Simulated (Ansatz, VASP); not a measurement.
# Two plane-wave programs on Bi3C

The input INCAR:

```
PREC     = Accurate       # precision mode
ENCUT    = 520            # plane-wave cutoff, eV
EDIFF    = 1E-6           # SCF threshold, eV
ISMEAR   = 0              # smearing method
SIGMA    = 0.1            # smearing width, eV
LREAL    = F              # projectors in reciprocal space
LASPH    = T              # aspherical terms in the spheres
NELM     = 80             # most SCF steps
ALGO     = Normal         # electronic algorithm
ISIF     = 2              # what is computed and relaxed
LWAVE    = F              # write WAVECAR
LCHARG   = T              # write CHGCAR
GGA      = PE             # functional
LELF     = T              # ELF
LVHAR    = T            
NBANDS   = 32             # bands
```

File KPOINTS:

```
Automatic mesh
0
Gamma
  4 4 4
```

The input POSCAR:

```
Bi3C
1.0
    0.0000000000      3.8925337500      3.8925337500
    3.8925337500      0.0000000000      3.8925337500
    3.8925337500      3.8925337500      0.0000000000
Bi C
3 1
Direct
    0.2500000000      0.2500000000      0.2500000000
    0.5000000000      0.5000000000      0.5000000000
    0.7500000000      0.7500000000      0.7500000000
    0.0000000000      0.0000000000      0.0000000000
```

Input for Ansatz:

```yaml
crystal:
  lattice:
    - [0.0, 3.89253375, 3.89253375]
    - [3.89253375, 0.0, 3.89253375]
    - [3.89253375, 3.89253375, 0.0]
  atoms:
    - { symbol: Bi, position: [0.25, 0.25, 0.25] }
    - { symbol: Bi, position: [0.5, 0.5, 0.5] }
    - { symbol: Bi, position: [0.75, 0.75, 0.75] }
    - { symbol: C, position: [0.0, 0.0, 0.0] }
basis:
  ecutwfc: 420
kpoints:
  mp_grid: { grid: [4, 4, 4] }
hamiltonian:
  xc: pbe
scf:
  occupations: { method: gaussian, width: 0.1 }
  lower_state_search: "off"
output:
  forces: true
  stress: true
  eigenvalues: true
```

Change from the starting cell: species swapped into the Li3Au type (Fm-3m, No. 225).

Alike in both runs: task single point; functional PBE; k mesh 4 × 4 × 4; occupations gaussian, width 0.1 eV; no spin polarisation.

|  | VASP | Ansatz |
| --- | --- | --- |
| version | VASP 6.6.1 | Ansatz 0.2.0 |
| potentials or method | VASP PAW PBE potentials, release 64 (Bi_d, C), cutoff 520 eV | scalar-relativistic, plane waves, PAW |
| valence electrons in the cell | 49 | 49 |

Ansatz gave:

| Property | Result |
| --- | --- |
| gap on the k mesh at the Fermi level (eV) | none |
| pressure (GPa) | -5.1 |

Task: Estimate VASP's values.

Result: gap on the k mesh at the Fermi level (eV): none; pressure (GPa): -5.2.

A gap of «none» marks a metal or a gap that the smearing closes.

Spin-orbit coupling is off throughout.
